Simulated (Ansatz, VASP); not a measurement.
## NaF: VASP beside Ansatz

POSCAR

```
NaF
1.0
    0.0000000000      2.3127652100      2.3127652100
    2.3127652100      0.0000000000      2.3127652100
    2.3127652100      2.3127652100      0.0000000000
Na F
1 1
Direct
    0.0000000000      0.0000000000      0.0000000000
    0.5000000000      0.5000000000      0.5000000000
```

File INCAR.step1:

```
PREC = Accurate
ENCUT = 520
ISMEAR = -1
SIGMA = 0.02
LREAL = False
LASPH = True
NELM = 80
GGA = PE
ALGO = Normal
EDIFF = 1E-4
LWAVE = True
LCHARG = False
```

INCAR.step2

```
PREC = Accurate
ENCUT = 520
EDIFF = 1E-6
ISMEAR = -1
SIGMA = 0.02
LREAL = False
LASPH = True
NELM = 80
ALGO = Normal
ISIF = 2
LWAVE = False
LCHARG = False
METAGGA = R2SCAN
LMIXTAU = True
IBRION = 2
NSW = 50
EDIFFG = -0.01
ISTART = 1
```

Contents of KPOINTS:

```
regular mesh
0
Gamma
  10 10 10
```

Input for Ansatz:

```yaml
crystal:
  lattice:
    - [0.0, 2.31276521, 2.31276521]
    - [2.31276521, 0.0, 2.31276521]
    - [2.31276521, 2.31276521, 0.0]
  atoms:
    - { symbol: Na, position: [0.0, 0.0, 0.0] }
    - { symbol: F, position: [0.5, 0.5, 0.5] }
  symmetry: { tolerance: 0.0003 }
hamiltonian:
  xc: r2scan
  pseudopotentials: { kind: paw, azcp: { folder: soft_1 } }
basis:
  ecutwfc: 500
magnetization:
  spin_polarized: false
scf:
  occupations: { method: fermi_dirac, width: 0.02 }
kpoints:
  mp_grid: { grid: [10, 10, 10], shift: [0, 0, 0] }
  band_path:
    path:
      - [0.0, 0.0, 0.0]
      - [0.5, 0.0, 0.5]
      - [0.625, 0.25, 0.625]
      - [0.375, 0.375, 0.75]
      - [0.0, 0.0, 0.0]
      - [0.5, 0.5, 0.5]
      - [0.5, 0.25, 0.75]
      - [0.5, 0.0, 0.5]
    npoints: 10
output:
  forces: true
  stress: true
  eigenvalues: true
  write_potential: true
  elf: true
  volumetric_format: npy
  dos: { e_range: [-12, 8], de: 0.05 }
relax:
  max_steps: 30
```

Alike in both runs: task relaxation of the atoms; functional r2SCAN; k mesh 10 × 10 × 10; occupations fermi-dirac, width 0.02 eV; no spin polarisation.

```csv
,VASP,Ansatz
version,VASP 6.6.1,Ansatz 0.2.0
potentials or method,"VASP PAW PBE potentials, release 64 (Na_pv, F), cutoff 520 eV",PAW plane waves
valence electrons in the cell,14,16
```

```tsv
	VASP	Ansatz	Ansatz less VASP
gap on the k mesh at the Fermi level, each at its own relaxed structure (eV)	7.20	7.17	-0.036
```

VASP's potentials were made for PBE, not for r2SCAN. VASP's potentials hold 14 valence electrons a cell and Ansatz's 16, so a difference there can come from the potentials and not from the codes. Ansatz's warnings: stress scf threshold loose.

Noted on VASP's run: the relaxation stopped at its first step, so nothing moved.
